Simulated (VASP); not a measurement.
MgB2, 3 atoms in the cell. It takes space group P6/mmm (No. 191, hexagonal). Conventional cell: a = 2.981 Å, b = 2.981 Å, c = 3.547 Å, α = 90.00°, β = 90.00°, γ = 120.00°. Within 3.3 Å of Mg (site symmetry 6/mmm) lie 12 B at 2.47 Å and 6 Mg at 2.98 Å. Within 2.3 Å of B (site symmetry -6m2) lie 3 B at 1.72 Å.  This cell differs from its parent crystal: biaxial strain in the a-b plane: -3.0 %, then relaxed in part.

```yaml
Program: VASP 6.6.1
Task: single point
Functional: PBE
Potentials_or_basis: VASP PAW PBE potentials, release 64 (Mg, B)
Cutoff: 520 eV
k_mesh: 15 × 15 × 12
Occupations: gaussian, width 0.1 eV
Spin: no spin polarisation
Dipole_correction: no
Further_INCAR_settings: ALGO = Normal; EDIFF = 1e-06; NBANDS = 11
```

Potentials or basis: VASP PAW PBE potentials, release 64 (Mg, B).

Launch:

```sh
$ cat potpaw_PBE.64/Mg/POTCAR potpaw_PBE.64/B/POTCAR > POTCAR
$ mpirun -np 1 vasp_std > vasp.out
```

Hardware: 1 thread of Intel(R) Xeon(R) 6975P-C (Granite Rapids), with other jobs on the host.

**Question.** How long does it take, and how much memory?

**Answer.** Wall time 18 s on 1 thread of Intel(R) Xeon(R) 6975P-C (Granite Rapids), with other jobs on the host, peak memory 0.19 GiB. Counts: scf iterations 12, k points 189.
